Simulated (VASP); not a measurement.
# O (Fmmm) in VASP: a series of runs

Runs on O. Level: LDA. Tasks: single point.

Everything below comes from runs of VASP 6.6.1. Logs are shortened: lines on timing, memory, paths and dates and some standing lists are left out, and cuts for length are marked.

### 1 The cell of the first run

The structure is orthorhombic, space group Fmmm (No. 69). The conventional cell has a = 3.371 Å, b = 3.393 Å, c = 7.125 Å, α = 90.00°, β = 90.00°, γ = 90.00°. O (site symmetry mm2) has 1 O at 1.15 Å within 1.5 Å.

### 2 Single point, LDA (10.18 Å³/atom)

The input, INCAR:

```
SYSTEM = O
  ALGO = Normal
  EDIFF = 1E-6
  ENCUT = 520
  ISIF = 2
  ISMEAR = 0
  LASPH = .TRUE.
  LCHARG = .TRUE.
  LELF = .TRUE.
  LREAL = .FALSE.
  LVHAR = .TRUE.
  LWAVE = .FALSE.
  NBANDS = 13
  NELM = 80
  PREC = Accurate
  SIGMA = 0.15
```

The input, KPOINTS:

```
k-points
0
G
  22 22 22
  0 0 0
```

The input, POSCAR:

```
O
1.0
    0.0000000000      1.6963400166      3.5624435808
    1.6853889068      0.0000000000      3.5624435808
    1.6853889068      1.6963400166      0.0000000000
O
2
Direct
    0.0808467867      0.0808467867      0.9191532133
    0.9191532133      0.9191532133      0.0808467867
```

Potentials or basis: VASP PAW LDA potentials, release 64 (O).

On the command line:

```sh
cat potpaw_LDA.64/O/POTCAR > POTCAR
mpirun -np 1 vasp_std > vasp.out
```

OUTCAR:

```text
SYSTEM = O
   EDIFF = 1E-6
   ENCUT = 520
   ISIF = 2
   ISMEAR = 0
   LASPH = .TRUE.
   LREAL = .FALSE.
   NELM = 80
   PREC = Accurate

 ion  position               nearest neighbor table
   1  0.081  0.081  0.919-   2 1.15
   2  0.919  0.919  0.081-   1 1.15

  LATTYP: Found a face centered orthorhombic cell.
 ALAT       =     3.3707778136
 B/A-ratio  =     1.0064976753
 C/A-ratio  =     2.1137219822

  Lattice vectors:

 A1 = (   0.0000000000,   1.6963400166,   3.5624435808)
 A2 = (   1.6853889068,   0.0000000000,   3.5624435808)
 A3 = (   1.6853889068,   1.6963400166,   0.0000000000)

Analysis of symmetry for initial positions (statically):
=====================================================================
 Subroutine PRICEL returns:
 Original cell was already a primitive cell.

 Routine SETGRP: Setting up the symmetry group for a
 face centered orthorhombic supercell.

 Subroutine GETGRP returns: Found  8 space group operations
 (whereof  8 operations were pure point group operations)
 out of a pool of  8 trial point group operations.

The static configuration has the point symmetry D_2h.

Analysis of symmetry for dynamics (positions and initial velocities):
=====================================================================
 Subroutine PRICEL returns:
 Original cell was already a primitive cell.

 Routine SETGRP: Setting up the symmetry group for a
 face centered orthorhombic supercell.

 Subroutine GETGRP returns: Found  8 space group operations
 (whereof  8 operations were pure point group operations)
 out of a pool of  8 trial point group operations.

The dynamic configuration has the point symmetry D_2h.

 Subroutine INISYM returns: Found  8 space group operations
 (whereof  8 operations are pure point group operations),
 and found     1 'primitive' translations

----------------------------------------------------------------------------------------

                                     Primitive cell

  volume of cell :      20.3700

  direct lattice vectors                    reciprocal lattice vectors
     0.000000000  1.696340017  3.562443581    -0.296667433  0.294752228  0.140353100
     1.685388907  0.000000000  3.562443581     0.296667433 -0.294752228  0.140353100
     1.685388907  1.696340017  0.000000000     0.296667433  0.294752228 -0.140353100

  length of vectors
     3.945703197  3.941007490  2.391255992     0.441122924  0.441122924  0.441122924

  position of ions in fractional coordinates (direct lattice)
     0.080846787  0.080846787  0.919153213
     0.919153213  0.919153213  0.080846787

  ion indices of the primitive-cell ions
   primitive index   ion index
                 1           1
                 2           2

----------------------------------------------------------------------------------------

 KPOINTS: k-points

Automatic generation of k-mesh.
 Grid dimensions read from file:
 generate k-points for:   22   22   22

 Generating k-lattice:

  Cartesian coordinates                     Fractional coordinates (reciprocal lattice)
    -0.013484883  0.013397829  0.006379686     0.045454545 -0.000000000 -0.000000000
     0.013484883 -0.013397829  0.006379686     0.000000000  0.045454545  0.000000000
     0.013484883  0.013397829 -0.006379686     0.000000000  0.000000000  0.045454545

  Length of vectors
     0.020051042  0.020051042  0.020051042

  Shift w.r.t. Gamma in fractional coordinates (k-lattice)
     0.000000000  0.000000000  0.000000000

 Subroutine IBZKPT returns following result:
 ===========================================

 Found   1530 irreducible k-points:

 Following reciprocal coordinates:
            Coordinates               Weight
  0.000000  0.000000  0.000000      1.000000
  0.045455 -0.000000  0.000000      8.000000
  0.090909 -0.000000  0.000000      8.000000
  0.136364  0.000000  0.000000      8.000000
  0.181818  0.000000  0.000000      8.000000
  0.227273 -0.000000 -0.000000      8.000000
[... 16 lines left out ...]
  0.500000  0.045455 -0.000000      8.000000
 -0.454545  0.045455  0.000000      8.000000
 [... further k-points ...]
   k-points           NKPTS =   1530   k-points in BZ     NKDIM =   1530   number of bands    NBANDS=     13
   number of dos      NEDOS =    301   number of ions     NIONS =      2
   total plane-waves  NPLWV =  16200
   dimension x,y,z NGX =    30 NGY =   30 NGZ =   18
   dimension x,y,z NGXF=    60 NGYF=   60 NGZF=   36
   ions per type =               2
   NGX,Y,Z   is equivalent  to a cutoff of  12.64, 12.66, 12.51 a.u.
   NGXF,Y,Z  is equivalent  to a cutoff of  25.28, 25.31, 25.03 a.u.
 SYSTEM =  O
   PREC   = accura    normal or accurate (medium, high low for compatibility)
   ISTART =      0    job   : 0-new  1-cont  2-samecut
   ICHARG =      2    charge: 1-file 2-atom 10-const
   ISPIN  =      1    spin polarized calculation?
   LNONCOLLINEAR =      F non collinear calculations
   LSORBIT =      F    spin-orbit coupling
   LASPH  =      T    aspherical Exc in radial PAW
   ENCUT  =  520.0 eV  38.22 Ry    6.18 a.u.   7.34  7.33  4.45*2*pi/ulx,y,z
   NELM   =     80;   NELMIN=  2; NELMDL= -5     # of ELM steps
   EDIFF  = 0.1E-05   stopping-criterion for ELM
   LREAL  =      F    real-space projection
   EDIFFG = 0.1E-04   stopping-criterion for IOM
   NSW    =      0    number of steps for IOM
   IBRION =     -1    ionic relax: 0-MD 1-quasi-New 2-CG
   NFREE  =      0    steps in history (QN), initial steepest desc. (CG)
   ISIF   =      2    stress and relaxation
   ISYM   =      2    0-nonsym 1-usesym 2-fastsym
   POTIM  = 0.5000    time-step for ionic-motion
   TEBEG  =    0.0;   TEEND  =   0.0 temperature during run
   PSTRESS=    0.0 pullay stress
   NELECT =      12.0000    total number of electrons
   NUPDOWN=      -1.0000    fix difference up-down
   EMIN   =  10.00;   EMAX   =-10.00  energy-range for DOS
   EFERMI =   0.00;   METHOD = LEGACY
   ISMEAR =     0;   SIGMA  =   0.15  broadening in eV -4-tet -1-fermi 0-gaus
   EFERMI_NEDOS =   21; number of points for ismear=-14 and -15
   IALGO  =     38    algorithm
   IMIX   =      4    mixing-type and parameters
     AMIX     =   0.40;   BMIX     =  1.00
     AMIX_MAG =   1.60;   BMIX_MAG =  1.00
  volume/ion in A,a.u.               =      10.18        68.73
  Fermi-wavevector in a.u.,A,eV,Ry     =   1.372371  2.593405 25.625247  1.883402
  Thomas-Fermi vector in A             =   2.497984
   LORBIT       =      0    0 simple, 1 ext, 2 COOP (PROOUT), +10 PAW based schemes
   GGA     = CA    functional components
   LHFCALC =     F    Hartree Fock is set to
   AEXX    =    0.0000 exact exchange contribution
   IVDW    =     0    specifies the selected vdW correction
   LEPSILON=     F    determine dielectric tensor
   LRPA    =     F    only Hartree local field effects (RPA)
 non-spin polarized calculation
 Gauss-broadening in eV      SIGMA  =   0.15
  energy-cutoff  :      520.00
  volume of cell :       20.37
 maximum number of plane-waves:       565
 NGX is ok and might be reduce to    30
   NGX = 15   NGY = 15   NGZ =  9

 number of electron      12.0000000 magnetization

 Free energy of the ion-electron system (eV)
  ---------------------------------------------------
  ext. energy  EPLUGINS =         0.00000000
  ---------------------------------------------------
  free energy    TOTEN  =       -10.80612123 eV

  energy without entropy =      -10.79516190  energy(sigma->0) =      -10.80064157

 E-fermi :   1.3266     XC(G=0): -10.6563

 val. band max:        1.3251395012   @ k =  -0.4545   0.3182   0.0455
 cond. band min:       1.3271300898   @ k =   0.2727   0.5000   0.0909
 fundamental gap:      0.0019905886
 Fermi energy:         1.3266298973

 k-point     1 :       0.0000    0.0000    0.0000
  band No.  band energies     occupation
      1     -27.9675      2.00000
      2     -12.8061      2.00000
      3      -8.3844      2.00000
      4      -5.0206      2.00000
      5      -5.0051      2.00000
      6       2.6169      0.00000
      7       2.6318      0.00000
      8      10.8929      0.00000
      9      13.7458      0.00000
     10      14.1510      0.00000
     11      20.2752      0.00000
     12      20.3380      0.00000
     13      25.8907      0.00000

 k-point     2 :       0.0455   -0.0000    0.0000
  band No.  band energies     occupation
      1     -27.9544      2.00000
      2     -12.7971      2.00000
      3      -8.3662      2.00000
      4      -5.0887      2.00000
      5      -5.0050      2.00000
      6       2.5492      0.00000
      7       2.6336      0.00000
      8      10.9587      0.00000
      9      13.6798      0.00000
     10      14.2418      0.00000
     11      20.3470      0.00000
     12      20.3948      0.00000
     13      25.7653      0.00000

 k-point     3 :       0.0909   -0.0000    0.0000
  band No.  band energies     occupation
      1     -27.9152      2.00000
      2     -12.7698      2.00000
      3      -8.3161      2.00000
      4      -5.3000      2.00000
      5      -4.9844      2.00000
      6       2.3351      0.00000
      7       2.6583      0.00000
      8      11.1389      0.00000
      9      13.5709      0.00000
     10      14.4357      0.00000
     11      20.5201      0.00000
     12      20.5774      0.00000
     13      25.4270      0.00000
[... 305 lines left out ...]
 k-point    23 :       0.5000    0.0455   -0.0000
  band No.  band energies     occupation
      1     -27.2692      2.00000
      2     -12.2425      2.00000
      3      -9.0452      2.00000
      4      -6.4714      2.00000
      5      -4.6533      2.00000
      6      -0.5483      2.00000
      7       3.0550      0.00000
      8      11.7579      0.00000
      9      16.2363      0.00000
     10      16.6223      0.00000
     11      18.1790      0.00000
     12      19.9272      0.00000
     13      27.3755      0.00000

 k-point    24 :      -0.4545    0.0455    0.0000
  band No.  band energies     occupation
      1     -27.2547      2.00000
      2     -12.1998      2.00000
      3      -9.1098      2.00000
      4      -6.4776      2.00000
      5      -4.6438      2.00000
      6      -0.6223      2.00000
      7       3.0593      0.00000
      8      11.8690      0.00000
      9      16.0229      0.00000
     10      16.9339      0.00000
     11      18.4482      0.00000
     12      19.4336      0.00000
     13      27.2956      0.00000

 [... further k-points ...]
[... 5 lines left out ...]
  --------------------------------------------------------------------------------------
  -------------------------------------------------------------------------------------
  Total       -0.9840168     -1.0019487      7.6129662     -0.0000000      0.0000000      0.0000000
  in kB      -77.3966341    -78.8070477    598.7885072     -0.0000000      0.0000000      0.0000000
  external PRESSURE =     147.5282751 kB  Pullay stress =       0.0000000 kB

 VOLUME and BASIS-vectors are now :
 -----------------------------------------------------------------------------
  energy-cutoff  :      520.00
  volume of cell :       20.37
      direct lattice vectors                 reciprocal lattice vectors
     0.000000000  1.696340017  3.562443581    -0.296667433  0.294752228  0.140353100
     1.685388907  0.000000000  3.562443581     0.296667433 -0.294752228  0.140353100
     1.685388907  1.696340017  0.000000000     0.296667433  0.294752228 -0.140353100

 POSITION                                       TOTAL-FORCE (eV/Angst)
 -----------------------------------------------------------------------------------
      1.68539      1.69634      0.57602         0.000000      0.000000      6.595811
      1.68539      1.69634      6.54886         0.000000      0.000000     -6.595811
 -----------------------------------------------------------------------------------
    total drift:                                0.000000     -0.000000      0.000000

  FREE ENERGIE OF THE ION-ELECTRON SYSTEM (eV)
  ---------------------------------------------------
  free  energy   TOTEN  =       -10.8061212345 eV

  energy  without entropy=      -10.7951619003  energy(sigma->0) =      -10.80064157
```

It took 5.4 min on 1 thread of Intel Xeon Platinum 8488C (Sapphire Rapids), shared host; peak memory 0.38 GiB.

What came out:

- Free energy: -10.8061 eV
- Pressure: 14.8 GPa
- Largest force: 6.596 eV/Å
- Band gap on the k mesh: zero (bands 6 and 7 overlap by 2.60 eV)

Forces on the atoms (eV/Å):
```
O    0.000  0.000  6.596
O    0.000  0.000 -6.596
```

Caveat: the standard files for N, O and F lose accuracy on very short bonds; spin is off for a triplet molecule; the stress differs along the axes, from -8 to 60 GPa; forces of over 1 eV/Å act on the atoms, so gaps and moduli don't describe the material at rest.

(Part 1 of 2 ends here.)
